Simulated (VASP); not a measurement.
# TaN (Pm) in VASP: a series of runs

TaN is run at these levels: PBEsol; tasks: single point.

Everything below comes from runs of VASP 6.6.1. Logs are shortened: lines on timing, memory, paths and dates and some standing lists are left out, and cuts for length are marked.

### 1 The cell of the first run

The structure is monoclinic, space group Pm (No. 6). The conventional cell has a = 2.881 Å, b = 2.883 Å, c = 2.939 Å, α = 90.00°, β = 118.05°, γ = 90.00°. Within 3.0 Å of Ta (site symmetry m) lie 6 N at 2.20 to 2.25 Å and 8 Ta at 2.88 to 3.00 Å. N (site symmetry m) has 6 Ta at 2.20 to 2.25 Å and 8 N at 2.88 to 3.00 Å within 3.0 Å.

### 2 Single point, PBEsol (strain +0.0450 x Voigt [0, 0, 0, 0, 0, 1])

File INCAR:

```
ALGO     = Normal         # electronic algorithm
EDIFF    = 1E-6           # SCF threshold, eV
ENCUT    = 520            # plane-wave cutoff, eV
GGA      = PS             # functional
ISIF     = 2              # what is computed and relaxed
ISMEAR   = 0              # smearing method
LASPH    = True           # aspherical terms in the spheres
LCHARG   = False          # write CHGCAR
LREAL    = False          # projectors in reciprocal space
LWAVE    = False          # write WAVECAR
NBANDS   = 15             # bands
NELM     = 60             # most SCF steps
PREC     = Accurate       # precision mode
SIGMA    = 0.15           # smearing width, eV
```

File KPOINTS:

```
k-points
0
Gamma
  18 18 16
```

File POSCAR:

```
TaN
1.0
    2.9379988584      0.0661049743      0.0000000000
   -1.4117508421      2.5113291605      0.0000000000
    0.0000000000      0.0000000000      2.8830000000
Ta N
1 1
Direct
    0.3333333333      0.6666666667      0.5000000000
    0.0000000000      0.0000000000      0.0000000000
```

Potentials or basis: VASP PAW PBE potentials, release 64 (Ta_pv, N).

Command:

```sh
$ cat potpaw_PBE.64/Ta_pv/POTCAR potpaw_PBE.64/N/POTCAR > POTCAR
$ mpirun -np 1 vasp_std > vasp.out
```

OUTCAR:

```text
EDIFF = 1E-6
   ENCUT = 520
   GGA = PS
   ISIF = 2
   ISMEAR = 0
   LASPH = True
   LREAL = False
   NELM = 60
   PREC = Accurate

 ion  position               nearest neighbor table
   1  0.333  0.667  0.500-   2 2.20   2 2.20   2 2.23   2 2.23   2 2.25   2 2.25
   2  0.000  0.000  0.000-   1 2.20   1 2.20   1 2.23   1 2.23   1 2.25   1 2.25

  Warning from LATTYP: Monoclinic adjustment (A1->A3, A2->A1, A3->A2)!
  LATTYP: Found a simple monoclinic cell.
 ALAT       =     2.8809398801
 B/A-ratio  =     1.0007150861
 C/A-ratio  =     1.0200637874
 COS(beta)  =    -0.4702989566

  Lattice vectors:

 A1 = (  -1.4117508421,   2.5113291605,   0.0000000000)
 A2 = (   0.0000000000,   0.0000000000,   2.8830000000)
 A3 = (   2.9379988584,   0.0661049743,   0.0000000000)

Analysis of symmetry for initial positions (statically):
=====================================================================
 Subroutine PRICEL returns:
 Original cell was already a primitive cell.

 Routine SETGRP: Setting up the symmetry group for a
 simple monoclinic supercell.

 Subroutine GETGRP returns: Found  2 space group operations
 (whereof  2 operations were pure point group operations)
 out of a pool of  4 trial point group operations.

The static configuration has the point symmetry C_1h.

Analysis of symmetry for dynamics (positions and initial velocities):
=====================================================================
 Subroutine PRICEL returns:
 Original cell was already a primitive cell.

 Routine SETGRP: Setting up the symmetry group for a
 simple monoclinic supercell.

 Subroutine GETGRP returns: Found  2 space group operations
 (whereof  2 operations were pure point group operations)
 out of a pool of  4 trial point group operations.

The dynamic configuration has the point symmetry C_1h.

 Subroutine INISYM returns: Found  2 space group operations
 (whereof  2 operations are pure point group operations),
 and found     1 'primitive' translations

----------------------------------------------------------------------------------------

                                     Primitive cell

  volume of cell :      21.5406

  direct lattice vectors                    reciprocal lattice vectors
     2.937998858  0.066104974  0.000000000     0.336116382  0.188948782  0.000000000
    -1.411750842  2.511329160  0.000000000    -0.008847492  0.393221869  0.000000000
     0.000000000  0.000000000  2.883000000     0.000000000  0.000000000  0.346860909

  length of vectors
     2.938742445  2.880939880  2.883000000     0.385585093  0.393321390  0.346860909

  position of ions in fractional coordinates (direct lattice)
[... 87 lines left out ...]
   POTIM  = 0.5000    time-step for ionic-motion
   TEBEG  =    0.0;   TEEND  =   0.0 temperature during run
   PSTRESS=    0.0 pullay stress
   NELECT =      16.0000    total number of electrons
   NUPDOWN=      -1.0000    fix difference up-down
   EMIN   =  10.00;   EMAX   =-10.00  energy-range for DOS
   EFERMI =   0.00;   METHOD = LEGACY
   ISMEAR =     0;   SIGMA  =   0.15  broadening in eV -4-tet -1-fermi 0-gaus
   EFERMI_NEDOS =   21; number of points for ismear=-14 and -15
   IALGO  =     38    algorithm
   IMIX   =      4    mixing-type and parameters
     AMIX     =   0.40;   BMIX     =  1.00
     AMIX_MAG =   1.60;   BMIX_MAG =  1.00
  volume/ion in A,a.u.               =      10.77        72.68
  Fermi-wavevector in a.u.,A,eV,Ry     =   1.482616  2.801738 29.907641  2.198150
  Thomas-Fermi vector in A             =   2.596380
   LORBIT       =      0    0 simple, 1 ext, 2 COOP (PROOUT), +10 PAW based schemes
   GGA     = PS    functional components
   LHFCALC =     F    Hartree Fock is set to
   AEXX    =    0.0000 exact exchange contribution
   IVDW    =     0    specifies the selected vdW correction
   LEPSILON=     F    determine dielectric tensor
   LRPA    =     F    only Hartree local field effects (RPA)
 non-spin polarized calculation
 Gauss-broadening in eV      SIGMA  =   0.15
  energy-cutoff  :      520.00
  volume of cell :       21.54
 maximum number of plane-waves:       596
 NGX is ok and might be reduce to    24
   NGX = 11   NGY = 11   NGZ = 11

 number of electron      15.9999999 magnetization

 Free energy of the ion-electron system (eV)
  ---------------------------------------------------
  ext. energy  EPLUGINS =         0.00000000
  ---------------------------------------------------
  free energy    TOTEN  =       -23.77231959 eV

  energy without entropy =      -23.77167327  energy(sigma->0) =      -23.77199643

 E-fermi :   8.0558     XC(G=0): -13.5071

 val. band max:        8.0522898994   @ k =  -0.0556   0.1111   0.5000
 cond. band min:       8.0619051605   @ k =  -0.0556   0.1111   0.4375
 fundamental gap:      0.0096152611
 Fermi energy:         8.0557610777

 k-point     1 :       0.0000    0.0000    0.0000
  band No.  band energies     occupation
      1     -26.6810      2.00000
      2     -26.4599      2.00000
      3     -26.3601      2.00000
      4      -9.6402      2.00000
      5       3.2399      2.00000
      6       3.7254      2.00000
      7       3.9835      2.00000
      8       5.1768      2.00000
      9      10.3051      0.00000
     10      11.4129      0.00000
     11      11.9873      0.00000
     12      11.9990      0.00000
     13      12.1920      0.00000
     14      21.1293      0.00000
[... 401 lines left out ...]
      2     -26.6117      2.00000
      3     -26.4847      2.00000
      4      -8.5275      2.00000
      5       1.1606      2.00000
      6       3.8443      2.00000
      7       4.4181      2.00000
      8       4.9347      2.00000
      9      10.1360      0.00000
     10      11.5715      0.00000
     11      12.3310      0.00000
     12      13.1883      0.00000
     13      13.4610      0.00000
     14      21.1539      0.00000
     15      21.5153      0.00000

 [... further k-points ...]
[... 5 lines left out ...]
  --------------------------------------------------------------------------------------
  -------------------------------------------------------------------------------------
  Total       -0.4878674     -0.4115410     -0.5255173     -1.4000869      0.0000000      0.0000000
  in kB      -36.2872242    -30.6101255    -39.0875987   -104.1374592      0.0000000      0.0000000
  external PRESSURE =     -35.3283161 kB  Pullay stress =       0.0000000 kB

 VOLUME and BASIS-vectors are now :
 -----------------------------------------------------------------------------
  energy-cutoff  :      520.00
  volume of cell :       21.54
      direct lattice vectors                 reciprocal lattice vectors
     2.937998858  0.066104974  0.000000000     0.336116382  0.188948782  0.000000000
    -1.411750842  2.511329160  0.000000000    -0.008847492  0.393221869  0.000000000
     0.000000000  0.000000000  2.883000000     0.000000000  0.000000000  0.346860909

 POSITION                                       TOTAL-FORCE (eV/Angst)
 -----------------------------------------------------------------------------------
      0.03817      1.69625      1.44150         0.080471     -0.015930      0.000000
      0.00000      0.00000      0.00000        -0.080471      0.015930      0.000000
 -----------------------------------------------------------------------------------
    total drift:                                0.000023      0.000058      0.000000

  FREE ENERGIE OF THE ION-ELECTRON SYSTEM (eV)
  ---------------------------------------------------
  free  energy   TOTEN  =       -23.7723195908 eV

  energy  without entropy=      -23.7716732704  energy(sigma->0) =      -23.77199643
```

OSZICAR:

```text
N       E                     dE             d eps       ncg     rms          rms(c)
DAV:   1     0.895740093506E+02    0.89574E+02   -0.87714E+03 44326   0.113E+03
DAV:   2    -0.232740023347E+02   -0.11285E+03   -0.10615E+03 53576   0.305E+02
DAV:   3    -0.260983155524E+02   -0.28243E+01   -0.28103E+01 50545   0.450E+01
DAV:   4    -0.261100177845E+02   -0.11702E-01   -0.11699E-01 57734   0.312E+00
DAV:   5    -0.261100884159E+02   -0.70631E-04   -0.70629E-04 51119   0.227E-01    0.238E+01
DAV:   6    -0.238798717047E+02    0.22302E+01   -0.35059E+00 58552   0.224E+01    0.102E+01
DAV:   7    -0.238085613226E+02    0.71310E-01   -0.54062E-01 49285   0.583E+00    0.694E+00
DAV:   8    -0.237796169482E+02    0.28944E-01   -0.15495E-01 55949   0.327E+00    0.144E+00
DAV:   9    -0.237724521909E+02    0.71648E-02   -0.15335E-02 49803   0.102E+00    0.194E-01
DAV:  10    -0.237723896155E+02    0.62575E-04   -0.10579E-03 55543   0.381E-01    0.873E-02
DAV:  11    -0.237723192996E+02    0.70316E-04   -0.89147E-05 52008   0.103E-01    0.104E-02
DAV:  12    -0.237723196796E+02   -0.37992E-06   -0.11394E-05 47647   0.299E-02    0.444E-03
DAV:  13    -0.237723195908E+02    0.88774E-07   -0.26908E-08 25115   0.172E-03
   1 F= -.23772320E+02 E0= -.23771996E+02  d E =-.646320E-03
```

Wall time 3.4 min (1 thread of AMD EPYC 9R45 (Zen 5), shared host); peak memory 0.52 GiB.

What came out:

```
Free energy            : -23.7723 eV
Pressure               : -3.5 GPa
Largest force          : 0.082 eV/Å
Band gap on the k mesh : zero (bands 8 and 9 overlap by 0.16 eV)
```

Forces in eV/Å, atoms in the order of the input:
```
Ta   0.080 -0.016  0.000
N   -0.080  0.016  0.000
```

Stress tensor (GPa, compression positive):
```
 -3.63 -10.41   0.00
-10.41  -3.06   0.00
  0.00   0.00  -3.91
```

Levels at points of the mesh, in eV from the Fermi level:
| k point | band 5 | band 6 | band 7 | band 8 | band 9 | band 10 | band 11 | band 12 |
| --- | --- | --- | --- | --- | --- | --- | --- | --- |
| (0.00, 0.00, 0.00) | -4.82 | -4.33 | -4.07 | -2.88 | 2.25 | 3.36 | 3.93 | 3.94 |
| (0.50, 0.00, 0.00) | -8.34 | -5.16 | -3.52 | -2.93 | 3.26 | 4.12 | 5.31 | 5.33 |
| (0.00, 0.50, 0.00) | -8.27 | -5.16 | -3.46 | -3.12 | 3.04 | 3.98 | 5.24 | 5.39 |
| (0.50, 0.50, 0.00) | -8.21 | -5.16 | -3.40 | -3.30 | 2.81 | 3.98 | 5.18 | 5.45 |
| (0.00, 0.00, 0.50) | -9.34 | -3.79 | -3.60 | -0.51 | 0.41 | 2.48 | 3.09 | 3.59 |
| (0.50, 0.00, 0.50) | -7.27 | -6.14 | -5.36 | -0.55 | 4.27 | 5.25 | 6.05 | 7.09 |
| (0.00, 0.50, 0.50) | -7.29 | -6.17 | -5.64 | -0.30 | 4.19 | 5.22 | 6.24 | 7.09 |
| (0.50, 0.50, 0.50) | -7.33 | -6.19 | -5.92 | -0.06 | 4.11 | 5.50 | 6.25 | 7.16 |

Caveat: the cell differs from its parent crystal (strain +0.0450 x Voigt [0, 0, 0, 0, 0, 1]); the cell stands under tension; the PAW data sets were made with another functional, which shifts forces and pressure a little; spin-orbit coupling is left out, which moves the levels of the heavy elements.

### 3 Single point, PBEsol (strain -0.0300 x Voigt [0, 0, 0, 0, 0, 1])

File INCAR:

```
PREC = Accurate
ENCUT = 520
EDIFF = 1E-6
ISMEAR = 0
SIGMA = 0.15
LREAL = F
LASPH = T
NELM = 80
ALGO = Normal
ISIF = 2
LWAVE = F
LCHARG = F
GGA = PS
NBANDS = 15
```

File KPOINTS:

```
Automatic mesh
0
Gamma
  18 18 16
```

File POSCAR:

```
TaN
1.0
    2.9379988584     -0.0440699829      0.0000000000
   -1.5071651539      2.5664166391      0.0000000000
    0.0000000000      0.0000000000      2.8830000000
Ta N
1 1
Direct
    0.3333333333      0.6666666667      0.5000000000
    0.0000000000      0.0000000000      0.0000000000
```

Potentials or basis: VASP PAW PBE potentials, release 64 (Ta_pv, N).

Command:

```sh
$ cat potpaw_PBE.64/Ta_pv/POTCAR potpaw_PBE.64/N/POTCAR > POTCAR
$ mpirun -np 1 vasp_std > vasp.out
```

It took 3.4 min on 1 thread of AMD EPYC 9R45 (Zen 5), shared host; peak memory 0.52 GiB.

The run converged. Its results:

```
Free energy            : -23.7896 eV
Pressure               : -3.8 GPa
Largest force          : 0.052 eV/Å
Band gap on the k mesh : zero (bands 8 and 9 overlap by 0.15 eV)
```

Forces on the atoms (eV/Å):
```
Ta  -0.052 -0.007  0.000
N    0.052  0.007  0.000
```

Stress tensor (GPa, compression positive):
```
-3.86  6.83  0.00
 6.83 -3.63  0.00
 0.00  0.00 -4.02
```

Levels at points of the mesh, in eV from the Fermi level:
| k point | band 5 | band 6 | band 7 | band 8 | band 9 | band 10 | band 11 | band 12 |
| --- | --- | --- | --- | --- | --- | --- | --- | --- |
| (0.00, 0.00, 0.00) | -4.73 | -4.38 | -4.15 | -2.88 | 2.24 | 3.44 | 3.83 | 3.95 |
| (0.50, 0.00, 0.00) | -8.24 | -5.17 | -3.43 | -3.26 | 2.87 | 4.01 | 5.19 | 5.40 |
| (0.00, 0.50, 0.00) | -8.28 | -5.17 | -3.47 | -3.13 | 3.02 | 4.03 | 5.24 | 5.36 |
| (0.50, 0.50, 0.00) | -8.32 | -5.16 | -3.51 | -3.01 | 3.17 | 4.10 | 5.30 | 5.30 |
| (0.00, 0.00, 0.50) | -9.35 | -3.77 | -3.65 | -0.38 | 0.24 | 2.47 | 3.16 | 3.50 |
| (0.50, 0.00, 0.50) | -7.33 | -6.19 | -5.84 | -0.15 | 4.13 | 5.46 | 6.18 | 7.14 |
| (0.00, 0.50, 0.50) | -7.31 | -6.18 | -5.66 | -0.32 | 4.18 | 5.30 | 6.16 | 7.10 |
| (0.50, 0.50, 0.50) | -7.29 | -6.15 | -5.47 | -0.48 | 4.24 | 5.29 | 6.05 | 7.10 |

Caveat: the cell differs from its parent crystal (strain -0.0300 x Voigt [0, 0, 0, 0, 0, 1]); the cell stands under tension; the PAW data sets were made with another functional, which shifts forces and pressure a little; spin-orbit coupling is left out, which moves the levels of the heavy elements.

### 4 Single point, PBEsol (strain +0.0150 x Voigt [0, 0, 0, 0, 0, 1])

File INCAR:

```
SYSTEM = TaN
ALGO = Normal
EDIFF = 1E-7
ENCUT = 520
GGA = PS
ISIF = 2
ISMEAR = 0
LASPH = .TRUE.
LCHARG = .TRUE.
LELF = .TRUE.
LREAL = .FALSE.
LVHAR = .TRUE.
LWAVE = .FALSE.
NBANDS = 15
NELM = 60
PREC = Accurate
SIGMA = 0.15
```

File KPOINTS:

```
k-points
0
G
  18 18 16
  0 0 0
```

File POSCAR:

```
TaN
1.0
    2.9379988584      0.0220349914      0.0000000000
   -1.4499165669      2.5333641520      0.0000000000
    0.0000000000      0.0000000000      2.8830000000
Ta N
1 1
Direct
    0.3333333333      0.6666666667      0.5000000000
    0.0000000000      0.0000000000      0.0000000000
```

Command:

```sh
$ cat potpaw_PBE.64/Ta_pv/POTCAR potpaw_PBE.64/N/POTCAR > POTCAR
$ mpirun -np 1 vasp_std > vasp.out
```

Run time: 3.6 min. Hardware: 1 thread of AMD EPYC 9R45 (Zen 5), shared host; peak memory 0.53 GiB.

The run converged. Its results:

- Free energy: -23.7997 eV
- Pressure: -4.0 GPa
- Largest force: 0.026 eV/Å
- Band gap on the k mesh: zero (bands 8 and 9 overlap by 0.29 eV)

Forces in eV/Å, atoms in the order of the input:
```
Ta   0.026 -0.002  0.000
N   -0.026  0.002  0.000
```

Stress tensor (GPa, compression positive):
```
-4.03 -3.34  0.00
-3.34 -3.95  0.00
 0.00  0.00 -4.08
```

Levels at points of the mesh, in eV from the Fermi level:
```csv
k point,band 4,band 5,band 6,band 7,band 8,band 9,band 10,band 11,band 12,band 13
"(0.00, 0.00, 0.00)",-17.70,-4.63,-4.44,-4.18,-2.88,2.25,3.53,3.73,3.98,4.05
"(0.50, 0.00, 0.00)",-15.40,-8.30,-5.16,-3.49,-3.07,3.09,4.09,5.27,5.31,7.43
"(0.00, 0.50, 0.00)",-15.37,-8.28,-5.17,-3.47,-3.13,3.02,4.06,5.24,5.34,7.45
"(0.50, 0.50, 0.00)",-15.35,-8.26,-5.17,-3.45,-3.19,2.94,4.05,5.22,5.36,7.47
"(0.00, 0.00, 0.50)",-15.01,-9.35,-3.74,-3.68,-0.22,0.08,2.47,3.25,3.42,8.18
"(0.50, 0.00, 0.50)",-15.70,-7.30,-6.16,-5.57,-0.40,4.21,5.35,6.07,7.11,10.05
"(0.00, 0.50, 0.50)",-15.68,-7.31,-6.17,-5.66,-0.32,4.19,5.37,6.12,7.12,10.19
"(0.50, 0.50, 0.50)",-15.67,-7.32,-6.18,-5.75,-0.23,4.16,5.43,6.14,7.13,10.31
```

Caveat: the cell differs from its parent crystal (strain +0.0150 x Voigt [0, 0, 0, 0, 0, 1]); the cell stands under tension; the PAW data sets were made with another functional, which shifts forces and pressure a little; spin-orbit coupling is left out, which moves the levels of the heavy elements.

### 5 Overview

| cell | gap on the mesh (eV) | pressure (GPa) | largest force (eV/Å) |
| --- | --- | --- | --- |
| a = 2.939, b = 2.881, c = 2.883 Å, angles 90.0, 90.0, 118.1°, 2 atoms | none | -3.5 | 0.08 |
| a = 2.938, b = 2.976, c = 2.883 Å, angles 90.0, 90.0, 121.3°, 2 atoms | none | -3.8 | 0.05 |
| a = 2.938, b = 2.919, c = 2.883 Å, angles 90.0, 90.0, 119.4°, 2 atoms | none | -4.0 | 0.03 |

Alike in all rows: task single point; level PBEsol; potentials or basis VASP PAW PBE potentials, release 64 (Ta_pv, N); no spin polarisation; k mesh 18 × 18 × 16; cutoff (eV) 520; smearing gaussian 0.15 eV.

Caveats: the cell stands under tension; the PAW data sets were made with another functional, which shifts forces and pressure a little; spin-orbit coupling is left out, which moves the levels of the heavy elements.

Total energies depend on the potentials used, so only differences within one code and one set of settings carry meaning.

The gap in the log of VASP goes by the Fermi energy; the results here count the filled bands.